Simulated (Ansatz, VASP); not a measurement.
# Ge: VASP beside Ansatz

```
Ge
1.0
     3.95927    0.00000    0.00000
    -1.97963    3.42883    0.00000
     0.00000    0.00000    6.53085
Ge
4
Direct
  0.66667 0.33333 0.06284
  0.33333 0.66667 0.56284
  0.66667 0.33333 0.43716
  0.33333 0.66667 0.93716
```

Alike in both runs: functional LDA; k mesh 12 × 12 × 6; occupations gaussian, width 0.1 eV; no spin polarisation.

Ansatz relaxed the structure, and its values are those at the end. VASP's run is a single point on that final structure, the one shown.

|  | VASP | Ansatz |
| --- | --- | --- |
| version | VASP 6.6.1 | Ansatz 0.2.0 |
| potentials or method | VASP PAW LDA potentials, release 64 (Ge_d), cutoff 520 eV | scalar-relativistic, plane waves, PAW |
| valence electrons in the cell | 56 | 56 |

```tsv
	VASP	Ansatz	Ansatz less VASP
gap on the k mesh at the Fermi level (eV)	none	none	-
pressure (GPa)	0.0	0.0	-0.02
```

LDA's correlation is that of Perdew and Zunger in VASP and of Perdew and Wang (1992) in Ansatz. A gap of «none» marks a metal or a gap that the smearing closes.
